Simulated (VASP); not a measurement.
Here is a VASP 6.6.1 calculation.

File INCAR:

```
PREC = Accurate ; ENCUT = 500
EDIFF = 1E-6 ; ISMEAR = 0
SIGMA = 0.1 ; LREAL = False
LASPH = True ; NELM = 120
ALGO = Normal ; ISIF = 2
LWAVE = False ; LCHARG = True
GGA = CA ; LELF = True
LVHAR = True ; NBANDS = 11
GGA_COMPAT = False
```

Contents of KPOINTS:

```
Automatic mesh
0
Gamma
  3 3 2
```

The input POSCAR:

```
Ba
1.0
    4.3116136979      0.0000000000      0.0000000000
   -2.1558068490      3.7339669937      0.0000000000
    0.0000000000      0.0000000000      3.9134133000
Ba
1
Direct
    0.0000000000      0.0000000000      0.0000000000
```

Potentials or basis: VASP PAW LDA potentials, release 64 (Ba_sv).

The run is started by

```console
$ cat potpaw_LDA.64/Ba_sv/POTCAR > POTCAR
$ mpirun -np 1 vasp_std > vasp.out
```

Problem. What does it give for the pressure?

Solution. -3.5 GPa.

Problem. Estimate the band gap on the k mesh.

Solution. Zero (band 5 reaches 1.76 eV, above the bottom of band 6 at 1.42 eV).

Stress tensor (GPa, compression positive):
```
-2.69  0.00  0.00
 0.00 -2.69  0.00
 0.00  0.00 -5.25
```

Caveat: the k points lie up to 0.80 Å⁻¹ apart; spin-orbit coupling is left out, which moves the levels of the heavy elements.
